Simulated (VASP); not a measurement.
# GaSi62 (a cell with a defect) in VASP: further runs, part 2 of 2

VASP 6.6.1. The steps go on from the part before.

## Step 3: Single point, PBE+D3(BJ), collinear spin

Contents of INCAR:

```
  PREC = Accurate
  ENCUT = 520
  EDIFF = 1E-6
  ISMEAR = 0
  SIGMA = 0.02
  LREAL = Auto
  LASPH = True
  NELM = 150
  ALGO = Normal
  ISIF = 2
  LWAVE = False
  LCHARG = False
  ISPIN = 2
  MAGMOM = 0 0 0 0 0 0 0 0 0 0 0 0 0 0 0 0 0 0 0 0 0 0 0 0 0 0 0 0 0 0 0 0 0 0 0 0 0 0 0 0 0 0 0 0 0.14 0 0 0 0 0 0 0 0 0 0 0 0 0 0 0 0 0 0
  LORBIT = 11
  GGA = PE
  IVDW = 12
  NBANDS = 172
```

Contents of KPOINTS:

```
regular mesh
0
Gamma
  1 1 1
```

Contents of POSCAR:

```
GaSi62
1.0
   10.8600000000      0.0000000000      0.0000000000
    0.0000000000     10.8600000000      0.0000000000
    0.0000000000      0.0000000000     10.8600000000
Si Ga
62 1
Direct
    0.4998743094      0.0021049724      0.0023317680
    0.6252261510      0.1265921731      0.1260466851
    0.7498547882      0.2515240331     -0.0003908840
    0.8746610497      0.3755581031      0.1257908840
    0.7488881215      0.0021267956      0.2521608656
    0.8767215470      0.1243347145      0.3770993554
   -0.0001904236      0.0009459484      0.0003681400
    0.1250696133      0.1250999079      0.1258174033
    0.2492093923      0.2504936464      0.0004132597
    0.3739621547      0.3758451197      0.1271232044
    0.4987484346      0.5013070902     -0.0015664825
    0.6250920810      0.6251537753      0.1233146409
    0.7488856354      0.7515182320     -0.0016357274
    0.8743186924      0.8761527624      0.1270981584
    0.2499302947      0.0002175875      0.2513042357
    0.3760488029      0.1207349908      0.3797487109
    0.4997606814      0.2485843462      0.2508965009
    0.6254666667      0.3726234807      0.3742381215
    0.7496523941      0.5006220994      0.2498176796
    0.8775461326      0.6247851750      0.3742950276
    0.4940656538     -0.0109427256      0.5063883057
    0.6212633517      0.1209933702      0.6259315838
    0.7492325967      0.2481360958      0.4999950276
    0.8742592081      0.3758851750      0.6266588398
    0.7512088398      0.0023830571      0.7505946593
    0.8761761510      0.1268808471      0.8755794659
   -0.0012805709      0.5003686924     -0.0004452118
    0.1235679558      0.6250096685      0.1259833333
    0.2481020258      0.7504166667      0.0022795580
    0.3750375691      0.8751940147      0.1261822284
   -0.0000302947      0.2502419890      0.2502500921
    0.1257988029      0.3735757827      0.3770097606
    0.2480982505      0.5013609576      0.2520660221
    0.3770358195      0.6261180479      0.3768103131
    0.5008471455      0.7493258748      0.2489744936
    0.6239343462      0.8731177716      0.3769075506
    0.0019504604     -0.0009549724      0.5018293738
    0.1282323204      0.1219747698      0.6275231123
    0.2510340700      0.2483948435      0.5018234807
    0.3750594843      0.3750563536      0.6258784530
    0.5005501842      0.4969248619      0.4977402394
    0.6245895948      0.6255348066      0.6168050645
    0.7532112339      0.7496909761      0.4978133517
    0.8751605893      0.8751738490      0.6258788214
    0.2553915285     -0.0048243094      0.7490854512
    0.3750405157      0.1248106814      0.8760515654
    0.4994288214      0.2493924494      0.7500377532
    0.6240331492      0.3758259669      0.8742872007
    0.7472635359      0.5030333333      0.7491413444
    0.8744729282      0.6262721915      0.8742574586
    0.0016132597      0.7504727440      0.2508813076
    0.1295253223      0.8739651013      0.3797355433
    0.0020523941      0.5009856354      0.5000186924
    0.1292363720      0.6289343462      0.6257842541
    0.2614666667      0.7562040516      0.5064279006
    0.0006408840      0.2495584715      0.7491392265
    0.1233155617      0.3740483425      0.8754941989
    0.2478446593      0.4990656538      0.7505429098
    0.3682657459      0.6258158379      0.8756267035
    0.6242866483      0.8819254144      0.8755189687
    0.0009462247      0.7508439227      0.7499369245
    0.1255995396      0.8752546961      0.8758285451
    0.4997403315      0.7504173112      0.7476391344
```

Potentials or basis: VASP PAW PBE potentials, release 64 (Si, Ga_d).

Launch:

```console
cat potpaw_PBE.64/Si/POTCAR potpaw_PBE.64/Ga_d/POTCAR > POTCAR
mpirun -np 1 vasp_gam > vasp.out
```

OUTCAR:

```text
PREC = Accurate
   ENCUT = 520
   EDIFF = 1E-6
   ISMEAR = 0
   LREAL = Auto
   LASPH = True
   NELM = 150
   ISIF = 2
   ISPIN = 2
   LORBIT = 11
   GGA = PE
   IVDW = 12
 IVDW          = 12

 ion  position               nearest neighbor table
   1  0.500  0.002  0.002-  60 2.33   2 2.34  46 2.34  30 2.36
   2  0.625  0.127  0.126-  17 2.33   1 2.34   5 2.35   3 2.36
   3  0.750  0.252  1.000-  26 2.35   4 2.35  48 2.35   2 2.36
   4  0.875  0.376  0.126-  19 2.35   3 2.35  31 2.35  27 2.35
   5  0.749  0.002  0.252-   2 2.35   6 2.35  14 2.36  36 2.37
   6  0.877  0.124  0.377-  23 2.35   5 2.35  37 2.35  31 2.36
[... 43 lines left out ...]
  50  0.874  0.626  0.874-  13 2.35  61 2.35  27 2.35  49 2.35
  51  0.002  0.750  0.251-  28 2.33  20 2.34  14 2.36  52 2.38
  52  0.130  0.874  0.380-  37 2.35  15 2.35  55 2.36  51 2.38
  53  0.002  0.501  0.500-  20 2.35  32 2.35  24 2.38  54 2.39
  54  0.129  0.629  0.626-  58 2.34  61 2.35  55 2.38  53 2.39
  55  0.261  0.756  0.506-  34 2.36  52 2.36  54 2.38
  56  0.001  0.250  0.749-  57 2.34  26 2.34  24 2.35  38 2.36
  57  0.123  0.374  0.875-  56 2.34   9 2.35  58 2.35  27 2.35
  58  0.248  0.499  0.751-  59 2.33  54 2.34  57 2.35  40 2.36
  59  0.368  0.626  0.876-  29 2.33  58 2.33  11 2.37  63 2.41
[... 621 lines left out ...]
 -----------------------------------------------------------------------------
  energy-cutoff  :      520.00
  volume of cell :     1280.82
      direct lattice vectors                 reciprocal lattice vectors
    10.860000000  0.000000000  0.000000000     0.092081031  0.000000000  0.000000000
     0.000000000 10.860000000  0.000000000     0.000000000  0.092081031  0.000000000
     0.000000000  0.000000000 10.860000000     0.000000000  0.000000000  0.092081031

 POSITION                                       TOTAL-FORCE (eV/Angst)
 -----------------------------------------------------------------------------------
      5.42864      0.02286      0.02532        -0.000466      0.000942     -0.000184
      6.78996      1.37479      1.36887         0.000820      0.000256      0.001239
      8.14342      2.73155     10.85575        -0.000244     -0.003675     -0.001459
      9.49882      4.07856      1.36609        -0.001071      0.001819      0.000955
      8.13292      0.02310      2.73847         0.000142     -0.002313      0.000076
      9.52120      1.35027      4.09530         0.001105     -0.000544     -0.000198
[... 55 lines left out ...]
      1.36401      9.50527      9.51150         0.002805      0.003871      0.001104
      5.42718      8.14953      8.11936         0.001223      0.000028     -0.003444
 -----------------------------------------------------------------------------------
    total drift:                               -0.011534      0.022746      0.008653

  FREE ENERGIE OF THE ION-ELECTRON SYSTEM (eV)
  ---------------------------------------------------
  free  energy   TOTEN  =      -350.0025235017 eV

  energy  without entropy=     -350.0024847359  energy(sigma->0) =     -350.00250412

 total charge

# of ion       s       p       d       tot
------------------------------------------
    1        0.739   0.966   0.000   1.705
    2        0.739   0.964   0.000   1.703
    3        0.739   0.956   0.000   1.695
    4        0.739   0.960   0.000   1.699
    5        0.744   0.946   0.000   1.690
    6        0.738   0.959   0.000   1.697
[... 55 lines left out ...]
   62        0.740   0.951   0.000   1.691
   63        0.933   0.777   9.954  11.663
--------------------------------------------------
tot         47.015  59.620   9.954 116.590

 magnetization (x)

# of ion       s       p       d       tot
------------------------------------------
    1       -0.000   0.000   0.000  -0.000
    2       -0.000   0.001   0.000   0.001
    3        0.000   0.001   0.000   0.001
    4       -0.000  -0.000   0.000  -0.001
    5        0.001   0.007   0.000   0.008
    6        0.000   0.002   0.000   0.002
[... 55 lines left out ...]
   62        0.000   0.010   0.000   0.010
   63       -0.001   0.002   0.002   0.003
--------------------------------------------------
tot          0.072   0.305   0.002   0.380
```

It took 9.4 min on 1 thread of Intel Xeon 6975P-C (Granite Rapids), shared host; peak memory 1.4 GiB.

Results:

* Free energy: -350.0025 eV
* Pressure: -0.3 GPa
* Largest force: 0.009 eV/Å
* Net moment: 1.00 μB per cell
* Site moments: Si -0.00, +0.00, +0.01, +0.03, +0.14, +0.04 (each value once); Ga +0.00 μB
* Valence electrons inside the program's atomic spheres: Si 1.71, 1.70, 1.69, 1.68, 1.63, 1.65 (each value once); Ga 11.66
* Dispersion energy per atom: -0.315 eV

Forces on the atoms (eV/Å):
```
Si   0.000  0.001  0.000
Si   0.001  0.000  0.001
Si   0.000 -0.004 -0.001
Si  -0.001  0.002  0.001
Si   0.000 -0.002  0.000
Si   0.001 -0.001  0.000
Si   0.000 -0.001  0.000
Si   0.002 -0.001  0.000
Si  -0.002  0.000  0.001
Si   0.000  0.001  0.000
Si   0.002 -0.001  0.001
Si  -0.001  0.000 -0.001
Si  -0.001 -0.002  0.000
Si  -0.001  0.004  0.001
Si  -0.001  0.001 -0.002
Si  -0.004  0.003 -0.003
Si   0.002 -0.001  0.001
Si   0.000  0.002  0.000
Si  -0.001  0.001 -0.001
Si  -0.001  0.000  0.000
Si   0.002 -0.004 -0.005
Si   0.003  0.003  0.002
Si   0.000  0.001 -0.002
Si   0.000  0.002  0.002
Si   0.000 -0.001  0.000
Si   0.001  0.001  0.000
Si   0.001  0.000  0.000
Si   0.001  0.000  0.000
Si   0.000  0.000  0.000
Si   0.000  0.000  0.003
Si  -0.001  0.003  0.005
Si   0.001 -0.001  0.001
Si   0.000 -0.002  0.001
Si   0.000  0.000  0.000
Si   0.001 -0.002  0.000
Si   0.001  0.001 -0.002
Si   0.000  0.000  0.001
Si   0.000  0.001 -0.003
Si   0.001  0.000 -0.001
Si  -0.001  0.000  0.001
Si   0.002 -0.003 -0.001
Si   0.002 -0.001  0.000
Si   0.003 -0.003 -0.002
Si  -0.001  0.000  0.001
Si  -0.006  0.003  0.006
Si   0.000 -0.002  0.001
Si  -0.001 -0.003  0.000
Si   0.000  0.001 -0.002
Si  -0.001  0.001 -0.002
Si  -0.002  0.001 -0.002
Si  -0.001 -0.003  0.001
Si  -0.002  0.005 -0.003
Si  -0.002  0.000 -0.002
Si  -0.001 -0.002  0.003
Si  -0.001 -0.003 -0.004
Si   0.001 -0.002  0.001
Si   0.000  0.001  0.001
Si   0.000 -0.001  0.000
Si  -0.003 -0.001  0.003
Si   0.004  0.003  0.003
Si   0.001 -0.002  0.000
Si   0.003  0.004  0.001
Ga   0.001  0.000 -0.003
```

Stress tensor (GPa, compression positive):
```
-0.37 -0.24 -0.34
-0.24 -0.36  0.37
-0.34  0.37 -0.10
```

Caveat: the k points lie up to 0.58 Å⁻¹ apart.
